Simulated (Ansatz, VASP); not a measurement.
Zr2C: VASP beside Ansatz

```xyz
3
Lattice="3.2485 0.0000 0.0000 -1.6242 2.8133 0.0000 0.0000 0.0000 5.7096" Properties=species:S:1:pos:R:3 pbc="T T T"
Zr    0.0000    0.0000    4.3142
Zr    0.0000    0.0000    1.3953
C     0.0000    1.8755    0.0000
```

Change from the starting cell: ordered vacancies on the anion sites of nickel arsenide (P-6m2, No. 187).

Alike in both runs: functional PBE; k mesh 18 × 18 × 10; occupations gaussian, width 0.1 eV; no spin polarisation.

Ansatz relaxed the structure, and its values are those at the end. VASP's run is a single point on that final structure, the one shown.

```csv
,VASP,Ansatz
version,VASP 6.6.1,Ansatz 0.2.0
potentials or method,"VASP PAW PBE potentials, release 64 (Zr_sv, C), cutoff 520 eV","scalar-relativistic, plane waves, PAW"
valence electrons in the cell,28,28
```

```csv
,VASP,Ansatz,Ansatz less VASP
gap on the k mesh at the Fermi level (eV),none,none,-
pressure (GPa),0.1,0.0,-0.13
rms of the force components (eV/Å),0.007,0.000,-0.0069
```

A gap of «none» marks a metal or a gap that the smearing closes.
